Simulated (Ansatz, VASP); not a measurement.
InSb3: VASP beside Ansatz

```
Sb In
1.0
     4.80637    0.00000    0.00000
     0.00000    4.80637    0.00000
     0.00000    0.00000    4.80637
Sb In
3 1
Direct
  0.50000 0.50000 0.00000
  0.00000 0.50000 0.50000
  0.50000 0.00000 0.50000
  0.00000 0.00000 0.00000
```

Alike in both runs: task relaxation of cell and atoms; functional PBEsol; k mesh 6 × 6 × 6; occupations fermi-dirac, width 0.05 eV; no spin polarisation.

```csv
,VASP,Ansatz
version,VASP 6.6.1,Ansatz 0.2.0
potentials or method,"VASP PAW PBE potentials, release 64 (Sb, In_d), cutoff 600 eV","all-electron LAPW, scalar-relativistic"
```

|  | VASP | Ansatz | Ansatz less VASP |
| --- | --- | --- | --- |
| relaxed volume (Å³/atom) | 26.39 | 26.40 | +0.006 |
| relaxed cell length with the largest relative difference (Å) | 4.726 | 4.727 | +0.0004 |

VASP's potentials were made for PBE, not for PBEsol. Ansatz ran all-electron here, and VASP with PAW potentials.

Spin-orbit coupling is off throughout.
